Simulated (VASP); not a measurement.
# Sr in VASP: a series of runs

Sr is run at these levels: r2SCAN; tasks: single point.

Everything below comes from runs of VASP 6.6.1. Logs are shortened: lines on timing, memory, paths and dates and some standing lists are left out, and cuts for length are marked.

## 1. The cell of the first run

The structure is tetragonal, space group I4/mmm (No. 139). The conventional cell has a = 4.995 Å, b = 4.995 Å, c = 4.850 Å, α = 90.00°, β = 90.00°, γ = 90.00°. Within 5.6 Å of Sr (site symmetry 4/mmm) lie 14 Sr at 4.28 to 5.00 Å.

## 2. Single point, r2SCAN (strain +0.030 along x and y, +0.000 along z)

POSCAR

```
Sr
1.0
   -2.4977500000      2.4977500000      2.4250000000
    2.4977500000     -2.4977500000      2.4250000000
    2.4977500000      2.4977500000     -2.4250000000
Sr
1
Direct
    0.0000000000      0.0000000000      0.0000000000
```

INCAR.step1

```
PREC = Accurate ; ENCUT = 520
ISMEAR = 0 ; SIGMA = 0.15
LREAL = False ; LASPH = True
NELM = 60 ; NBANDS = 11
GGA = PE ; ALGO = Normal
EDIFF = 1E-4 ; LWAVE = True
LCHARG = False
```

INCAR.step2

```
PREC = Accurate ; ENCUT = 520
EDIFF = 1E-7 ; ISMEAR = 0
SIGMA = 0.15 ; LREAL = False
LASPH = True ; NELM = 60
ALGO = Normal ; ISIF = 2
LWAVE = False ; LCHARG = False
METAGGA = R2SCAN ; LMIXTAU = True
NBANDS = 11 ; ISTART = 1
```

KPOINTS

```
regular mesh
0
Gamma
  14 14 14
```

Potentials or basis: VASP PAW PBE potentials, release 64 (Sr_sv).

Launch:

```sh
> cat potpaw_PBE.64/Sr_sv/POTCAR > POTCAR
> cp INCAR.step1 INCAR
> mpirun -np 1 vasp_std > vasp.out
> cp INCAR.step2 INCAR
> mpirun -np 1 vasp_std > vasp.out
```

OUTCAR:

```text
PREC = Accurate
   ENCUT = 520
   EDIFF = 1E-7
   ISMEAR = 0
   LREAL = False
   LASPH = True
   NELM = 60
   ISIF = 2
   METAGGA = R2SCAN
   ISTART = 1

 ion  position               nearest neighbor table
   1  0.000  0.000  0.000-

  LATTYP: Found a body centered tetragonal cell.
 ALAT       =     4.9955000000
 C/A-ratio  =     0.9708737864

  Lattice vectors:

 A1 = (  -2.4977500000,   2.4977500000,   2.4250000000)
 A2 = (   2.4977500000,  -2.4977500000,   2.4250000000)
 A3 = (   2.4977500000,   2.4977500000,  -2.4250000000)

Analysis of symmetry for initial positions (statically):
=====================================================================
 Subroutine PRICEL returns:
 Original cell was already a primitive cell.

 Routine SETGRP: Setting up the symmetry group for a
 body centered tetragonal supercell.

 Subroutine GETGRP returns: Found 16 space group operations
 (whereof 16 operations were pure point group operations)
 out of a pool of 16 trial point group operations.

The static configuration has the point symmetry D_4h.

Analysis of symmetry for dynamics (positions and initial velocities):
=====================================================================
 Subroutine PRICEL returns:
 Original cell was already a primitive cell.

 Routine SETGRP: Setting up the symmetry group for a
 body centered tetragonal supercell.

 Subroutine GETGRP returns: Found 16 space group operations
 (whereof 16 operations were pure point group operations)
 out of a pool of 16 trial point group operations.

The dynamic configuration has the point symmetry D_4h.

 Subroutine INISYM returns: Found 16 space group operations
 (whereof 16 operations are pure point group operations),
 and found     1 'primitive' translations

----------------------------------------------------------------------------------------

                                     Primitive cell

  volume of cell :      60.5159

  direct lattice vectors                    reciprocal lattice vectors
    -2.497750000  2.497750000  2.425000000     0.000000000  0.200180162  0.206185567
     2.497750000 -2.497750000  2.425000000     0.200180162  0.000000000  0.206185567
     2.497750000  2.497750000 -2.425000000     0.200180162  0.200180162  0.000000000

  length of vectors
     4.284639439  4.284639439  4.284639439     0.287375339  0.287375339  0.283097500

  position of ions in fractional coordinates (direct lattice)
     0.000000000  0.000000000  0.000000000

  ion indices of the primitive-cell ions
   primitive index   ion index
                 1           1

----------------------------------------------------------------------------------------

 KPOINTS: regular mesh

Automatic generation of k-mesh.
 Grid dimensions read from file:
 generate k-points for:   14   14   14

 Generating k-lattice:

  Cartesian coordinates                     Fractional coordinates (reciprocal lattice)
     0.000000000  0.014298583  0.014727541     0.071428571 -0.000000000  0.000000000
     0.014298583  0.000000000  0.014727541    -0.000000000  0.071428571  0.000000000
     0.014298583  0.014298583  0.000000000     0.000000000  0.000000000  0.071428571

  Length of vectors
     0.020526810  0.020526810  0.020221250

  Shift w.r.t. Gamma in fractional coordinates (k-lattice)
     0.000000000  0.000000000  0.000000000

 Subroutine IBZKPT returns following result:
 ===========================================

 Found    244 irreducible k-points:

 Following reciprocal coordinates:
            Coordinates               Weight
  0.000000  0.000000  0.000000      1.000000
  0.071429  0.000000 -0.000000      8.000000
  0.142857  0.000000 -0.000000      8.000000
  0.214286  0.000000 -0.000000      8.000000
  0.285714  0.000000 -0.000000      8.000000
  0.357143  0.000000 -0.000000      8.000000
[... 16 lines left out ...]
  0.214286  0.142857  0.000000     16.000000
  0.285714  0.142857 -0.000000     16.000000
 [... further k-points ...]
   k-points           NKPTS =    244   k-points in BZ     NKDIM =    244   number of bands    NBANDS=     11
   number of dos      NEDOS =    301   number of ions     NIONS =      1
   total plane-waves  NPLWV =  32768
   dimension x,y,z NGX =    32 NGY =   32 NGZ =   32
   dimension x,y,z NGXF=    64 NGYF=   64 NGZF=   64
   ions per type =               1
   NGX,Y,Z   is equivalent  to a cutoff of  12.42, 12.42, 12.42 a.u.
   NGXF,Y,Z  is equivalent  to a cutoff of  24.83, 24.83, 24.83 a.u.
 SYSTEM =  unknown system
   PREC   = accura    normal or accurate (medium, high low for compatibility)
   ISTART =      1    job   : 0-new  1-cont  2-samecut
   ICHARG =      0    charge: 1-file 2-atom 10-const
   ISPIN  =      1    spin polarized calculation?
   LNONCOLLINEAR =      F non collinear calculations
   LSORBIT =      F    spin-orbit coupling
   LASPH  =      T    aspherical Exc in radial PAW
   ENCUT  =  520.0 eV  38.22 Ry    6.18 a.u.   7.97  7.97  7.97*2*pi/ulx,y,z
   NELM   =     60;   NELMIN=  2; NELMDL=  0     # of ELM steps
   EDIFF  = 0.1E-06   stopping-criterion for ELM
   LREAL  =      F    real-space projection
   EDIFFG = 0.1E-05   stopping-criterion for IOM
   NSW    =      0    number of steps for IOM
   IBRION =     -1    ionic relax: 0-MD 1-quasi-New 2-CG
   NFREE  =      0    steps in history (QN), initial steepest desc. (CG)
   ISIF   =      2    stress and relaxation
   ISYM   =      2    0-nonsym 1-usesym 2-fastsym
   POTIM  = 0.5000    time-step for ionic-motion
   TEBEG  =    0.0;   TEEND  =   0.0 temperature during run
   PSTRESS=    0.0 pullay stress
   NELECT =      10.0000    total number of electrons
   NUPDOWN=      -1.0000    fix difference up-down
   EMIN   =  10.00;   EMAX   =-10.00  energy-range for DOS
   EFERMI =   0.00;   METHOD = LEGACY
   ISMEAR =     0;   SIGMA  =   0.15  broadening in eV -4-tet -1-fermi 0-gaus
   EFERMI_NEDOS =   21; number of points for ismear=-14 and -15
   IALGO  =     38    algorithm
   IMIX   =      4    mixing-type and parameters
     AMIX     =   0.40;   BMIX     =  1.00
     AMIX_MAG =   1.60;   BMIX_MAG =  1.00
  volume/ion in A,a.u.               =      60.52       408.38
  Fermi-wavevector in a.u.,A,eV,Ry     =   0.898362  1.697659 10.980652  0.807055
  Thomas-Fermi vector in A             =   2.021062
   LORBIT       =      0    0 simple, 1 ext, 2 COOP (PROOUT), +10 PAW based schemes
   METAGGA = R2SCAN    functional components
   LHFCALC =     F    Hartree Fock is set to
   AEXX    =    0.0000 exact exchange contribution
   IVDW    =     0    specifies the selected vdW correction
   LEPSILON=     F    determine dielectric tensor
   LRPA    =     F    only Hartree local field effects (RPA)
 non-spin polarized calculation
 Gauss-broadening in eV      SIGMA  =   0.15
  energy-cutoff  :      520.00
  volume of cell :       60.52
 maximum number of plane-waves:      1654
   NGX = 15   NGY = 15   NGZ = 15

 number of electron      10.0000000 magnetization

 Free energy of the ion-electron system (eV)
  ---------------------------------------------------
  ext. energy  EPLUGINS =         0.00000000
  ---------------------------------------------------
  free energy    TOTEN  =       -15.08602832 eV

  energy without entropy =      -15.06783503  energy(sigma->0) =      -15.07693167

 E-fermi :   1.3060     XC(G=0):  -7.4900

 val. band max:        1.3030658656   @ k =  -0.3571  -0.3571   0.1429
 cond. band min:       1.3062739090   @ k =   0.3571   0.2857  -0.0000
 fundamental gap:      0.0032080434
 Fermi energy:         1.3059760377

 k-point     1 :       0.0000    0.0000    0.0000
  band No.  band energies     occupation
      1     -36.9332      2.00000
      2     -18.2050      2.00000
      3     -18.2013      2.00000
      4     -18.2013      2.00000
      5      -2.3918      2.00000
      6       3.8040      0.00000
      7       3.9713      0.00000
      8       3.9713      0.00000
      9       5.0533      0.00000
     10       5.2864      0.00000
     11       9.4318      0.00000

 k-point     2 :       0.0714    0.0000   -0.0000
  band No.  band energies     occupation
      1     -36.9327      2.00000
      2     -18.2111      2.00000
      3     -18.2038      2.00000
      4     -18.2028      2.00000
      5      -2.3069      2.00000
      6       3.7731      0.00000
      7       3.9097      0.00000
      8       3.9977      0.00000
      9       5.0148      0.00000
     10       5.2025      0.00000
     11       9.5840      0.00000

 k-point     3 :       0.1429    0.0000   -0.0000
  band No.  band energies     occupation
      1     -36.9312      2.00000
      2     -18.2315      2.00000
      3     -18.2108      2.00000
      4     -18.2033      2.00000
      5      -2.0569      2.00000
      6       3.5861      0.00000
      7       3.6549      0.00000
      8       4.2057      0.00000
      9       4.9261      0.00000
     10       5.1380      0.00000
     11       9.7435      0.00000

 k-point     4 :       0.2143    0.0000   -0.0000
  band No.  band energies     occupation
      1     -36.9291      2.00000
      2     -18.2610      2.00000
      3     -18.2208      2.00000
      4     -18.2036      2.00000
      5      -1.6570      2.00000
      6       3.1921      0.00000
      7       3.3243      0.00000
      8       4.5817      0.00000
      9       4.9502      0.00000
     10       5.1562      0.00000
     11       9.4350      0.00000

 k-point     5 :       0.2857    0.0000   -0.0000
  band No.  band energies     occupation
      1     -36.9267      2.00000
      2     -18.2934      2.00000
      3     -18.2319      2.00000
      4     -18.2039      2.00000
      5      -1.1337      2.00000
      6       2.6563      0.00000
      7       3.0686      0.00000
      8       5.0473      0.00000
      9       5.0963      0.00000
     10       5.2497      0.00000
     11       8.6543      0.00000
[... 211 lines left out ...]
 k-point    21 :      -0.0714    0.0714    0.0000
  band No.  band energies     occupation
      1     -36.9327      2.00000
      2     -18.2088      2.00000
      3     -18.2073      2.00000
      4     -18.2012      2.00000
      5      -2.3094      2.00000
      6       3.7516      0.00000
      7       3.8980      0.00000
      8       4.0493      0.00000
      9       4.9371      0.00000
     10       5.2736      0.00000
     11       9.5241      0.00000

 k-point    22 :       0.1429    0.1429   -0.0000
  band No.  band energies     occupation
      1     -36.9280      2.00000
      2     -18.2747      2.00000
      3     -18.2213      2.00000
      4     -18.2109      2.00000
      5      -1.4151      2.00000
      6       3.0275      0.00000
      7       3.1454      0.00000
      8       4.7603      0.00000
      9       4.7728      0.00000
     10       5.4030      0.00000
     11       9.2186      0.00000

 k-point    23 :       0.2143    0.1429    0.0000
  band No.  band energies     occupation
      1     -36.9258      2.00000
      2     -18.2999      2.00000
      3     -18.2336      2.00000
      4     -18.2129      2.00000
      5      -0.8993      2.00000
      6       2.5800      0.00000
      7       2.8974      0.00000
      8       4.7942      0.00000
      9       5.2416      0.00000
     10       5.5653      0.00000
     11       8.2865      0.00000

 k-point    24 :       0.2857    0.1429   -0.0000
  band No.  band energies     occupation
      1     -36.9239      2.00000
      2     -18.3213      2.00000
      3     -18.2466      2.00000
      4     -18.2137      2.00000
      5      -0.3017      2.00000
      6       2.1126      0.00000
      7       2.7035      0.00000
      8       4.8775      0.00000
      9       5.6378      0.00000
     10       5.7921      0.00000
     11       7.5306      0.00000

 [... further k-points ...]

------------------------ aborting loop because EDIFF is reached ----------------------------------------

  FORCE on cell =-STRESS in cart. coord.  units (eV):
  Direction    XX          YY          ZZ          XY          YZ          ZX
  --------------------------------------------------------------------------------------
  -------------------------------------------------------------------------------------
  Total       -0.2795786     -0.2795786     -0.2787276      0.0000000     -0.0000000      0.0000000
  in kB       -7.4019279     -7.4019279     -7.3793982      0.0000000     -0.0000000      0.0000000
  external PRESSURE =      -7.3944180 kB  Pullay stress =       0.0000000 kB

 VOLUME and BASIS-vectors are now :
 -----------------------------------------------------------------------------
  energy-cutoff  :      520.00
  volume of cell :       60.52
      direct lattice vectors                 reciprocal lattice vectors
    -2.497750000  2.497750000  2.425000000     0.000000000  0.200180162  0.206185567
     2.497750000 -2.497750000  2.425000000     0.200180162  0.000000000  0.206185567
     2.497750000  2.497750000 -2.425000000     0.200180162  0.200180162  0.000000000

 POSITION                                       TOTAL-FORCE (eV/Angst)
 -----------------------------------------------------------------------------------
      0.00000      0.00000      0.00000         0.000000      0.000000      0.000000
 -----------------------------------------------------------------------------------
    total drift:                               -0.000000      0.000000      0.000000

  FREE ENERGIE OF THE ION-ELECTRON SYSTEM (eV)
  ---------------------------------------------------
  free  energy   TOTEN  =       -15.0860283158 eV

  energy  without entropy=      -15.0678350324  energy(sigma->0) =      -15.07693167
```

Wall time 2.6 min (1 thread of Intel Xeon 6975P-C (Granite Rapids), shared host); peak memory 0.3 GiB.

Results:

```
Free energy            : -15.0860 eV
Pressure               : -0.7 GPa
Band gap on the k mesh : zero (bands 5 and 6 overlap by 0.30 eV)
```

Caveat: the cell differs from its parent crystal (strain +0.030 along x and y, +0.000 along z); the PAW data sets were made with another functional, which shifts forces and pressure a little.

(Continued in part 2 of 2.)

The gap in the log of VASP goes by the Fermi energy; the results here count the filled bands.